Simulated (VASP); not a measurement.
Set up this calculation in VASP 6.6.1, as the native input.

| Item | Value |
| --- | --- |
| Task | single point |
| Functional | PBEsol |
| Potentials or basis | VASP PAW PBE potentials, release 64 (C, Si) |
| Cutoff | 600 eV |
| k mesh | 10 × 10 × 10 |
| Occupations | gaussian, width 0.02 eV |
| Spin | no spin polarisation |
| Dipole correction | no |
| Further INCAR settings | ALGO = Normal; EDIFF = 1e-06; NBANDS = 11 |

The structure of SiC (base) lies in POSCAR:

```
SiC
1.0
    0.0000000000      2.1784246729      2.1784246729
    2.1784246729      0.0000000000      2.1784246729
    2.1784246729      2.1784246729      0.0000000000
C Si
1 1
Direct
    0.7500000000      0.7500000000      0.7500000000
    0.5000000000      0.5000000000      0.5000000000
```

These files were run (other wordings do the same):

INCAR

```
ALGO = Normal
EDIFF = 1E-6
ENCUT = 600
GGA = PS
GGA_COMPAT = False
ISIF = 2
ISMEAR = 0
LASPH = True
LCHARG = False
LREAL = False
LWAVE = False
NBANDS = 11
NELM = 120
PREC = Accurate
SIGMA = 0.02
```

KPOINTS

```
k-points
0
Gamma
  10 10 10
```

Potentials or basis: VASP PAW PBE potentials, release 64 (C, Si).

Launch:

```bash
$ cat potpaw_PBE.64/C/POTCAR potpaw_PBE.64/Si/POTCAR > POTCAR
$ mpirun -np 1 vasp_std > vasp.out
```

It gave:

- Pressure: 0.2 GPa
- Band gap on the k mesh: 1.23 eV, indirect (least direct gap 4.44 eV)

Caveat: the PAW data sets were made with another functional, which shifts forces and pressure a little.

Run time: 19 s on 1 thread of Intel Xeon 8259CL, with other jobs on the host, peak memory 0.15 GiB.
